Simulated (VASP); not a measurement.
# Pd (P6/mmm) in VASP: notebook, part 2 of 2

VASP 6.6.1.

### Step 5. Single point, PBE (15.07 Å³/atom)

This run uses another cell than the first one, of 15.07 Å³/atom.

File INCAR:

```
  ALGO = Normal
  EDIFF = 1E-7
  ENCUT = 520
  GGA = PE
  ISIF = 2
  ISMEAR = -1
  LASPH = T
  LCHARG = T
  LELF = T
  LREAL = F
  LVHAR = T
  LWAVE = F
  NBANDS = 22
  NELM = 80
  PREC = Accurate
  SIGMA = 0.1
```

File KPOINTS:

```
k-points
0
Gamma
  11 11 15
```

File POSCAR:

```
Pd
1.0
    4.4434295558      0.0000000000      0.0000000000
   -2.2217147779      3.8481228752      0.0000000000
    0.0000000000      0.0000000000      2.6439339183
Pd
3
Direct
    0.0000000000      0.0000000000      0.0000000000
    0.3333333333      0.6666666667      0.5000000000
    0.6666666667      0.3333333333      0.5000000000
```

Potentials or basis: VASP PAW PBE potentials, release 64 (Pd).

The run is started by

```console
> cat potpaw_PBE.64/Pd/POTCAR > POTCAR
> mpirun -np 1 vasp_std > vasp.out
```

OUTCAR:

```text
EDIFF = 1E-7
   ENCUT = 520
   GGA = PE
   ISIF = 2
   ISMEAR = -1
   LASPH = T
   LREAL = F
   NELM = 80
   PREC = Accurate

 ion  position               nearest neighbor table
   1  0.000  0.000  0.000-   2 2.89   3 2.89   2 2.89   3 2.89   2 2.89   2 2.89   3 2.89   3 2.89
                             3 2.89   3 2.89   2 2.89   2 2.89
   2  0.333  0.667  0.500-   3 2.57   3 2.57   3 2.57   1 2.89   1 2.89   1 2.89   1 2.89   1 2.89
                             1 2.89
   3  0.667  0.333  0.500-   2 2.57   2 2.57   2 2.57   1 2.89   1 2.89   1 2.89   1 2.89   1 2.89
                             1 2.89

  LATTYP: Found a hexagonal cell.
 ALAT       =     4.4434295558
 C/A-ratio  =     0.5950210046

  Lattice vectors:

 A1 = (   4.4434295558,   0.0000000000,   0.0000000000)
 A2 = (  -2.2217147779,   3.8481228752,   0.0000000000)
 A3 = (   0.0000000000,   0.0000000000,   2.6439339183)

Analysis of symmetry for initial positions (statically):
=====================================================================
 Subroutine PRICEL returns:
 Original cell was already a primitive cell.

 Routine SETGRP: Setting up the symmetry group for a
 hexagonal supercell.

 Subroutine GETGRP returns: Found 24 space group operations
 (whereof 24 operations were pure point group operations)
 out of a pool of 24 trial point group operations.

The static configuration has the point symmetry D_6h.

Analysis of symmetry for dynamics (positions and initial velocities):
=====================================================================
 Subroutine PRICEL returns:
 Original cell was already a primitive cell.

 Routine SETGRP: Setting up the symmetry group for a
 hexagonal supercell.

 Subroutine GETGRP returns: Found 24 space group operations
 (whereof 24 operations were pure point group operations)
 out of a pool of 24 trial point group operations.

The dynamic configuration has the point symmetry D_6h.

 Subroutine INISYM returns: Found 24 space group operations
 (whereof 24 operations are pure point group operations),
 and found     1 'primitive' translations

----------------------------------------------------------------------------------------

                                     Primitive cell

  volume of cell :      45.2083

  direct lattice vectors                    reciprocal lattice vectors
     4.443429556  0.000000000  0.000000000     0.225051390  0.129933481  0.000000000
    -2.221714778  3.848122875  0.000000000     0.000000000  0.259866962  0.000000000
     0.000000000  0.000000000  2.643933918     0.000000000  0.000000000  0.378224279

  length of vectors
     4.443429556  4.443429556  2.643933918     0.259866962  0.259866962  0.378224279

  position of ions in fractional coordinates (direct lattice)
     0.000000000  0.000000000  0.000000000
     0.333333333  0.666666667  0.500000000
     0.666666667  0.333333333  0.500000000

  ion indices of the primitive-cell ions
   primitive index   ion index
                 1           1
                 2           2
                 3           3

----------------------------------------------------------------------------------------

 KPOINTS: k-points

Automatic generation of k-mesh.
 Grid dimensions read from file:
 generate k-points for:   11   11   15

 Generating k-lattice:

  Cartesian coordinates                     Fractional coordinates (reciprocal lattice)
     0.020459217  0.011812135  0.000000000     0.090909091  0.000000000  0.000000000
     0.000000000  0.023624269  0.000000000     0.000000000  0.090909091  0.000000000
     0.000000000  0.000000000  0.025214952     0.000000000  0.000000000  0.066666667

  Length of vectors
     0.023624269  0.023624269  0.025214952

  Shift w.r.t. Gamma in fractional coordinates (k-lattice)
     0.000000000  0.000000000  0.000000000

 Subroutine IBZKPT returns following result:
 ===========================================

 Found    128 irreducible k-points:

 Following reciprocal coordinates:
            Coordinates               Weight
  0.000000  0.000000  0.000000      1.000000
  0.090909  0.000000  0.000000      6.000000
  0.181818 -0.000000  0.000000      6.000000
  0.272727  0.000000  0.000000      6.000000
  0.363636 -0.000000  0.000000      6.000000
  0.454545  0.000000  0.000000      6.000000
[... 16 lines left out ...]
  0.090909  0.090909  0.066667     12.000000
  0.181818  0.090909  0.066667     24.000000
 [... further k-points ...]
   k-points           NKPTS =    128   k-points in BZ     NKDIM =    128   number of bands    NBANDS=     22
   number of dos      NEDOS =    301   number of ions     NIONS =      3
   total plane-waves  NPLWV =  25920
   dimension x,y,z NGX =    36 NGY =   36 NGZ =   20
   dimension x,y,z NGXF=    72 NGYF=   72 NGZF=   40
   ions per type =               3
   NGX,Y,Z   is equivalent  to a cutoff of  13.47, 13.47, 12.58 a.u.
   NGXF,Y,Z  is equivalent  to a cutoff of  26.94, 26.94, 25.15 a.u.
 SYSTEM =  unknown system
   PREC   = accura    normal or accurate (medium, high low for compatibility)
   ISTART =      0    job   : 0-new  1-cont  2-samecut
   ICHARG =      2    charge: 1-file 2-atom 10-const
   ISPIN  =      1    spin polarized calculation?
   LNONCOLLINEAR =      F non collinear calculations
   LSORBIT =      F    spin-orbit coupling
   LASPH  =      T    aspherical Exc in radial PAW
   ENCUT  =  520.0 eV  38.22 Ry    6.18 a.u.   8.26  8.26  4.92*2*pi/ulx,y,z
   NELM   =     80;   NELMIN=  2; NELMDL= -5     # of ELM steps
   EDIFF  = 0.1E-06   stopping-criterion for ELM
   LREAL  =      F    real-space projection
   EDIFFG = 0.1E-05   stopping-criterion for IOM
   NSW    =      0    number of steps for IOM
   IBRION =     -1    ionic relax: 0-MD 1-quasi-New 2-CG
   NFREE  =      0    steps in history (QN), initial steepest desc. (CG)
   ISIF   =      2    stress and relaxation
   ISYM   =      2    0-nonsym 1-usesym 2-fastsym
   POTIM  = 0.5000    time-step for ionic-motion
   TEBEG  =    0.0;   TEEND  =   0.0 temperature during run
   PSTRESS=    0.0 pullay stress
   NELECT =      30.0000    total number of electrons
   NUPDOWN=      -1.0000    fix difference up-down
   EMIN   =  10.00;   EMAX   =-10.00  energy-range for DOS
   EFERMI =   0.00;   METHOD = LEGACY
   ISMEAR =    -1;   SIGMA  =   0.10  broadening in eV -4-tet -1-fermi 0-gaus
   EFERMI_NEDOS =   21; number of points for ismear=-14 and -15
   IALGO  =     38    algorithm
   IMIX   =      4    mixing-type and parameters
     AMIX     =   0.40;   BMIX     =  1.00
     AMIX_MAG =   1.60;   BMIX_MAG =  1.00
  volume/ion in A,a.u.               =      15.07       101.69
  Fermi-wavevector in a.u.,A,eV,Ry     =   1.427938  2.698411 27.742368  2.039007
  Thomas-Fermi vector in A             =   2.548054
   LORBIT       =      0    0 simple, 1 ext, 2 COOP (PROOUT), +10 PAW based schemes
   GGA     = PE    functional components
   LHFCALC =     F    Hartree Fock is set to
   AEXX    =    0.0000 exact exchange contribution
   IVDW    =     0    specifies the selected vdW correction
   LEPSILON=     F    determine dielectric tensor
   LRPA    =     F    only Hartree local field effects (RPA)
 non-spin polarized calculation
  energy-cutoff  :      520.00
  volume of cell :       45.21
 maximum number of plane-waves:      1236
 NGX is ok and might be reduce to    36
   NGX = 17   NGY = 17   NGZ =  9

 number of electron      29.9999995 magnetization

 Free energy of the ion-electron system (eV)
  ---------------------------------------------------
  ext. energy  EPLUGINS =         0.00000000
  ---------------------------------------------------
  free energy    TOTEN  =       -15.39488235 eV

  energy without entropy =      -15.21734144  energy(sigma->0) =      -15.30611190

 E-fermi :   9.4590     XC(G=0): -13.0382

 val. band max:        9.4554346638   @ k =   0.4545   0.0000   0.0000
 cond. band min:       9.4611997605   @ k =   0.3636   0.2727   0.4667
 fundamental gap:      0.0057650968
 Fermi energy:         9.4590178646

 k-point     1 :       0.0000    0.0000    0.0000
  band No.  band energies     occupation
      1       2.4653      2.00000
      2       4.3681      2.00000
      3       5.8725      2.00000
      4       6.2561      2.00000
      5       6.2561      2.00000
      6       6.2681      2.00000
[... 574 lines left out ...]
      6       6.2580      2.00000
[... 14 lines left out ...]
     21      21.4378      0.00000
     22      22.0194      0.00000

 [... further k-points ...]

------------------------ aborting loop because EDIFF is reached ----------------------------------------

  FORCE on cell =-STRESS in cart. coord.  units (eV):
  Direction    XX          YY          ZZ          XY          YZ          ZX
  --------------------------------------------------------------------------------------
  -------------------------------------------------------------------------------------
  Total        1.9210257      1.9210257      1.9707993      0.0000000      0.0000000     -0.0000000
  in kB       68.0810003     68.0810003     69.8449731      0.0000000      0.0000000     -0.0000000
  external PRESSURE =      68.6689912 kB  Pullay stress =       0.0000000 kB

 VOLUME and BASIS-vectors are now :
 -----------------------------------------------------------------------------
  energy-cutoff  :      520.00
  volume of cell :       45.21
      direct lattice vectors                 reciprocal lattice vectors
     4.443429556  0.000000000  0.000000000     0.225051390  0.129933481  0.000000000
    -2.221714778  3.848122875  0.000000000     0.000000000  0.259866962  0.000000000
     0.000000000  0.000000000  2.643933918     0.000000000  0.000000000  0.378224279

 POSITION                                       TOTAL-FORCE (eV/Angst)
 -----------------------------------------------------------------------------------
      0.00000      0.00000      0.00000         0.000000      0.000000      0.000000
     -0.00000      2.56542      1.32197         0.000000      0.000000      0.000000
      2.22171      1.28271      1.32197        -0.000000      0.000000      0.000000
 -----------------------------------------------------------------------------------
    total drift:                                0.000000      0.000000     -0.000000

  FREE ENERGIE OF THE ION-ELECTRON SYSTEM (eV)
  ---------------------------------------------------
  free  energy   TOTEN  =       -15.3948823549 eV

  energy  without entropy=      -15.2173414376  energy(sigma->0) =      -15.30611190
```

OSZICAR:

```text
N       E                     dE             d eps       ncg     rms          rms(c)
DAV:   1     0.185517331131E+03    0.18552E+03   -0.15064E+04  5632   0.132E+03
DAV:   2    -0.122789656420E+02   -0.19780E+03   -0.18559E+03  5974   0.302E+02
DAV:   3    -0.161304834986E+02   -0.38515E+01   -0.38148E+01  6460   0.467E+01
DAV:   4    -0.161627841194E+02   -0.32301E-01   -0.32295E-01  6394   0.416E+00
DAV:   5    -0.161633464603E+02   -0.56234E-03   -0.56233E-03  6688   0.602E-01    0.130E+01
DAV:   6    -0.154501729216E+02    0.71317E+00   -0.20294E+00  6100   0.127E+01    0.671E+00
DAV:   7    -0.155746116508E+02   -0.12444E+00   -0.12384E+00  6322   0.106E+01    0.506E+00
DAV:   8    -0.154011070775E+02    0.17350E+00   -0.57057E-01  6166   0.934E+00    0.259E+00
DAV:   9    -0.153952463025E+02    0.58608E-02   -0.13671E-02  6262   0.934E-01    0.198E-01
DAV:  10    -0.153948894892E+02    0.35681E-03   -0.18334E-03  6610   0.426E-01    0.519E-02
DAV:  11    -0.153948842608E+02    0.52284E-05   -0.17866E-04  6466   0.143E-01    0.264E-02
DAV:  12    -0.153948836233E+02    0.63752E-06   -0.24944E-05  6556   0.536E-02    0.107E-02
DAV:  13    -0.153948823702E+02    0.12531E-05   -0.40804E-06  6352   0.216E-02    0.188E-03
DAV:  14    -0.153948823549E+02    0.15294E-07   -0.15254E-07  4028   0.410E-03
   1 F= -.15394882E+02 E0= -.15306112E+02  d E =-.177541E+00
```

stdout:

```text
POSCAR found type information on POSCAR Pd
 POSCAR found :  1 types and       3 ions
 scaLAPACK will be used
 LDA part: xc-table for (Slater+PW92), standard interpolation
 POSCAR, INCAR and KPOINTS ok, starting setup
 FFT: planning ... GRIDC
 FFT: planning ... GRID_SOFT
 FFT: planning ... GRID
 WAVECAR not read
 entering main loop
```

Run time: 3 min. Hardware: 1 thread of Intel Xeon 8259CL, shared host; peak memory 0.24 GiB.

What came out:

```yaml
Free_energy: -15.3949 eV
Pressure: 6.9 GPa
Band_gap_on_the_k_mesh: zero (bands 15 and 16 overlap by 0.89 eV)
```

Caveat: the cell stands under pressure.

### Step 6. Overview

| cell | k mesh | gap on the mesh (eV) | pressure (GPa) |
| --- | --- | --- | --- |
| a = 4.504, b = 4.504, c = 2.680 Å, angles 90.0, 90.0, 120.0°, 3 atoms | 8 × 8 × 12 | none | -0.4 |
| a = 4.316, b = 4.316, c = 2.568 Å, angles 90.0, 90.0, 120.0°, 3 atoms | 11 × 11 × 15 | none | 28.1 |
| a = 4.381, b = 4.381, c = 2.607 Å, angles 90.0, 90.0, 120.0°, 3 atoms | 11 × 11 × 15 | none | 16.1 |
| a = 4.443, b = 4.443, c = 2.644 Å, angles 90.0, 90.0, 120.0°, 3 atoms | 11 × 11 × 15 | none | 6.9 |

Alike in all rows: task single point; level PBE; potentials or basis VASP PAW PBE potentials, release 64 (Pd); no spin polarisation; cutoff (eV) 520; smearing fermi-dirac 0.1 eV.

Caveats: the cell stands under pressure (at least some runs).

Absolute energies hang on the potentials; compare differences alone.
